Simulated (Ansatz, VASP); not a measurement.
**SnSe: VASP beside Ansatz**

The input INCAR:

```
SYSTEM = SnSe
ALGO = Normal
EDIFF = 1E-6
ENCUT = 520
GGA = PE
ISIF = 2
ISMEAR = 0
IVDW = 12
LASPH = .True.
LCHARG = .False.
LREAL = .False.
LWAVE = .False.
NBANDS = 17
NELM = 100
PREC = Accurate
SIGMA = 0.05
```

KPOINTS

```
k-points
0
Gamma
  10 10 10
  0 0 0
```

The input POSCAR:

```
SnSe
1.0
    0.0000000000      3.0784319049      3.0336003723
    3.0784319049      0.0000000000      3.0336003723
    3.0784319049      3.0784319049      0.0000000000
Sn Se
1 1
Direct
    0.0000000000      0.0000000000      0.0000000000
    0.5000000000      0.5000000000      0.5000000000
```

Input for Ansatz:

```yaml
crystal:
  lattice:
    - [0.0, 3.0784319049, 3.0336003723]
    - [3.0784319049, 0.0, 3.0336003723]
    - [3.0784319049, 3.0784319049, 0.0]
  atoms:
    - { symbol: Sn, position: [0.0, 0.0, 0.0] }
    - { symbol: Se, position: [0.5, 0.5, 0.5] }
basis:
  ecutwfc: 420
kpoints:
  mp_grid: { grid: [10, 10, 10] }
hamiltonian:
  xc: pbe
  dispersion: d3bj
scf:
  occupations: { method: gaussian, width: 0.05 }
output:
  forces: true
  stress: true
  eigenvalues: true
```

Change from the starting cell: strain +0.030 along x and y, +0.015 along z, atoms carried along.

Alike in both runs: task single point; functional PBE; dispersion D3(BJ); k mesh 10 × 10 × 10; occupations gaussian, width 0.05 eV; no spin polarisation.

```csv
,VASP,Ansatz
version,VASP 6.6.1,Ansatz 0.2.0
potentials or method,"VASP PAW PBE potentials, release 64 (Sn_d, Se), cutoff 520 eV","scalar-relativistic, plane waves, PAW"
valence electrons in the cell,20,30
```

|  | VASP | Ansatz | Ansatz less VASP |
| --- | --- | --- | --- |
| gap on the k mesh at the Fermi level (eV) | 0.37 | 0.37 | -0.001 |
| least direct gap on the mesh (eV) | 0.37 | 0.37 | -0.001 |
| pressure (GPa) | -3.2 | -3.2 | +0.02 |
| traceless stress, the component that is largest in VASP (GPa) | 0.96 | 0.96 | -0.003 |

VASP's potentials hold 20 valence electrons a cell and Ansatz's 30, so a difference there can come from the potentials and not from the codes.
